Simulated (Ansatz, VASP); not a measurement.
# Re in VASP and in Ansatz

File INCAR:

```
ALGO     = Normal         # electronic algorithm
EDIFF    = 1E-7           # SCF threshold, eV
ENCUT    = 520            # plane-wave cutoff, eV
ISIF     = 2              # what is computed and relaxed
ISMEAR   = 0              # smearing method
LASPH    = T              # aspherical terms in the spheres
LCHARG   = F              # write CHGCAR
LREAL    = F              # projectors in reciprocal space
LWAVE    = F              # write WAVECAR
NBANDS   = 10             # bands
NELM     = 100            # most SCF steps
PREC     = Accurate       # precision mode
SIGMA    = 0.15           # smearing width, eV
```

Contents of KPOINTS:

```
k-points
0
Gamma
  22 22 22
```

File POSCAR:

```
Re
1.0
    0.0000000000      2.0849427042      1.7722012985
    2.0849427042      0.0000000000      1.7722012985
    2.0849427042      2.0849427042      0.0000000000
Re
1
Direct
    0.0000000000      0.0000000000      0.0000000000
```

Input for Ansatz:

```yaml
crystal:
  lattice:
    - [0.0, 2.0849427042, 1.7722012985]
    - [2.0849427042, 0.0, 1.7722012985]
    - [2.0849427042, 2.0849427042, 0.0]
  atoms:
    - { symbol: Re, position: [0.0, 0.0, 0.0] }
basis:
  ecutwfc: 420
kpoints:
  mp_grid: { grid: [22, 22, 22] }
hamiltonian:
  xc: lda
scf:
  occupations: { method: gaussian, width: 0.15 }
output:
  forces: true
  stress: true
  eigenvalues: true
```

Alike in both runs: task single point; functional LDA; k mesh 22 × 22 × 22; occupations gaussian, width 0.15 eV; no spin polarisation.

```csv
,VASP,Ansatz
version,VASP 6.6.1,Ansatz 0.2.0
potentials or method,"VASP PAW LDA potentials, release 64 (Re), cutoff 520 eV","scalar-relativistic, plane waves, PAW"
valence electrons in the cell,7,15
```

|  | VASP | Ansatz | Ansatz less VASP |
| --- | --- | --- | --- |
| gap on the k mesh at the Fermi level (eV) | none | none | - |
| pressure (GPa) | -21.1 | -21.8 | -0.73 |
| traceless stress, the component that is largest in VASP (GPa) | 12.90 | 12.80 | -0.105 |

LDA's correlation is that of Perdew and Zunger in VASP and of Perdew and Wang (1992) in Ansatz. A gap of «none» marks a metal or a gap that the smearing closes. VASP's potentials hold 7 valence electrons a cell and Ansatz's 15, so a difference there can come from the potentials and not from the codes.

Neither program's run includes spin-orbit coupling.
